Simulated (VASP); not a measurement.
Set up this calculation in VASP 6.6.1, as the native input.

| Property | Result |
| --- | --- |
| Task | relaxation of cell and atoms |
| Functional | PBE |
| Potentials or basis | VASP PAW PBE potentials, release 64 (Mg, O) |
| Cutoff | 600 eV |
| k mesh | 10 × 10 × 10 |
| Occupations | fermi-dirac, width 0.02 eV |
| Spin | no spin polarisation |
| Dipole correction | no |
| Further INCAR settings | ALGO = Normal; EDIFF = 1e-06; IBRION = 2; EDIFFG = -0.005; NSW = 80; ISIF = 3 |

The structure of MgO lies in POSCAR:

```
MgO
1.0
    0.0000000000      2.0097810000      2.0097810000
    2.0097810000      0.0000000000      2.0097810000
    2.0097810000      2.0097810000      0.0000000000
Mg O
1 1
Direct
    0.0000000000      0.0000000000      0.0000000000
    0.5000000000      0.5000000000      0.5000000000
```

The input as run:

INCAR

```
  ALGO = Normal
  EDIFF = 1E-6
  EDIFFG = -0.005
  ENCUT = 600
  GGA = PE
  IBRION = 2
  ISIF = 3
  ISMEAR = -1
  LASPH = T
  LCHARG = F
  LREAL = F
  LWAVE = F
  NELM = 60
  NSW = 80
  PREC = Accurate
  SIGMA = 0.02
```

KPOINTS

```
k-points
0
Gamma
  10 10 10
```

Potentials or basis: VASP PAW PBE potentials, release 64 (Mg, O).

The run is started by

```bash
$ cat potpaw_PBE.64/Mg/POTCAR potpaw_PBE.64/O/POTCAR > POTCAR
$ mpirun -np 1 vasp_std > vasp.out
```

Results of the run:

```json
{
  "Relaxed volume": "9.57 Å³/atom",
  "Relaxed cell": "a = 3.002 Å, b = 3.002 Å, c = 3.002 Å, α = 60.00°, β = 60.00°, γ = 60.00°",
  "Space group after relaxing (to 0.05 Å)": "Fm-3m (No. 225)",
  "Energy gained by relaxing": "138.1 meV/atom",
  "Ionic steps": "5",
  "Pressure after relaxing": "0.1 GPa",
  "Band gap on the k mesh": "4.50 eV, direct"
}
```

Caveat: the volume moved by over 15 % at a fixed basis, so the end points are rough.

It took 22 s on 1 thread of AMD EPYC 9R45 (Zen 5), with other jobs on the host, peak memory 0.11 GiB.
